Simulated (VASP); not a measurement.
Runs of VASP 6.6.1 on HfN. The structure is that of space group P6_3/mmc (No. 194), or close to it. The cells are those of the table. 

| cell | gap on the mesh (eV) | pressure (GPa) |
| --- | --- | --- |
| a = 3.239, b = 3.239, c = 5.344 Å, angles 90.0, 90.0, 120.0°, 4 atoms | none | (a) |
| a = 3.239, b = 3.239, c = 5.425 Å, angles 90.0, 90.0, 120.0°, 4 atoms | none | (c) |
| a = 3.144, b = 3.144, c = 5.344 Å, angles 90.0, 90.0, 120.0°, 4 atoms | none | 1.7 |
| a = 3.239, b = 3.239, c = 5.507 Å, angles 90.0, 90.0, 120.0°, 4 atoms | none | -19.9 |
| a = 3.239, b = 3.239, c = 5.588 Å, angles 90.0, 90.0, 120.0°, 4 atoms | none | -22.7 |
| a = 3.097, b = 3.097, c = 5.507 Å, angles 90.0, 90.0, 120.0°, 4 atoms | none | 1.8 |
| a = 3.097, b = 3.097, c = 5.588 Å, angles 90.0, 90.0, 120.0°, 4 atoms | none | -2.3 |
| a = 3.191, b = 3.191, c = 5.588 Å, angles 90.0, 90.0, 120.0°, 4 atoms | none | (b) |

Alike in all rows: task single point; level r2SCAN; potentials or basis VASP PAW PBE potentials, release 64 (Hf_pv, N); no spin polarisation; k mesh 18 × 18 × 10; cutoff (eV) 520; smearing gaussian 0.15 eV.

Problem. Fill in the values left out.

Solution. (a) -13.5; (b) -16.9; (c) -16.8.

Caveats: the PAW data sets were made with another functional, which shifts forces and pressure a little; spin-orbit coupling is left out, which moves the levels of the heavy elements; the stress differs along the axes, from -20 to 0 GPa (at least some runs); the stress differs along the axes, from -21 to -8 GPa (at least some runs); the stress differs along the axes, from -1 to 7 GPa (at least some runs); the stress differs along the axes, from -22 to -16 GPa (at least some runs); the cell stands under tension (at least some runs).

A k mesh can miss the band edges, and the runs leave out spin-orbit coupling on Hf.

A gap of «none» marks levels without a gap at the run's occupations.
